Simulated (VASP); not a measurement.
## WC: single point with PBE

Crystal: WC.

```
CELL_PARAMETERS angstrom
-2.95060 -5.11059 0.00000
4.42590 -2.55529 0.00000
0.00000 0.00000 5.75585
ATOMIC_POSITIONS crystal
W 0.73957 0.51058 0.00518
W 0.73866 0.47979 0.50602
W 0.48365 0.96646 0.04628
W 0.48342 0.98854 0.51469
W 0.24485 0.49246 0.01584
W 0.24366 0.45043 0.52797
W 0.95924 0.01124 0.02601
W 0.00612 0.98063 0.52397
C 0.47807 0.65306 0.27945
C 0.47369 0.64000 0.77495
C 0.24155 0.16813 0.27369
C 0.23111 0.16045 0.78501
C 0.00903 0.63764 0.26995
C 0.98626 0.69468 0.77816
C 0.72446 0.13755 0.29325
C 0.71174 0.14288 0.76291
```

```
Program             : VASP 6.6.1
Task                : single point
Functional          : PBE
Potentials or basis : VASP PAW PBE potentials, release 64 (W_sv, C)
Cutoff              : 520 eV
k mesh              : 3 × 3 × 3
Occupations         : fermi-dirac, width 0.17 eV
Spin                : no spin polarisation
```

The pressure is -2.6 GPa, the largest force is 5.559 eV/Å and the band gap on the k mesh is zero (band 72 reaches 10.69 eV, above the bottom of band 73 at 10.65 eV).

Forces in eV/Å, atoms in the order of the input:
```
W   -1.864  1.166  1.565
W    0.546 -0.331  2.063
W    2.969 -0.815 -4.428
W   -1.428  1.092  3.087
W    0.124  1.889  1.481
W    5.138 -2.017 -0.661
W   -2.957 -1.641 -0.291
W    1.933  2.639 -0.639
C   -1.561 -0.390 -0.341
C    0.238 -1.871 -0.874
C   -1.520  1.216 -0.691
C   -1.138  0.453  0.059
C    1.894  0.928  0.375
C   -2.376  1.557 -0.080
C   -0.074 -1.811 -1.524
C    0.075 -2.064  0.899
```

Stress tensor (GPa, compression positive):
```
-2.67 -2.38  0.15
-2.38 -0.90  1.08
 0.15  1.08 -4.38
```

Levels at points of the mesh, in eV from the Fermi level:
```
           k point  band 70  band 71  band 72  band 73  band 74  band 75
(0.00, 0.00, 0.00)    -0.48    -0.16     0.01     0.07     0.79     0.86
```

It took 12 min on 1 thread of AMD EPYC 7R13, with other jobs on the host, peak memory 0.34 GiB.

Caveat: the k points lie up to 0.41 Å⁻¹ apart; spin-orbit coupling is left out, which moves the levels of the heavy elements; forces of over 1 eV/Å act on the atoms, so gaps and moduli don't describe the material at rest.
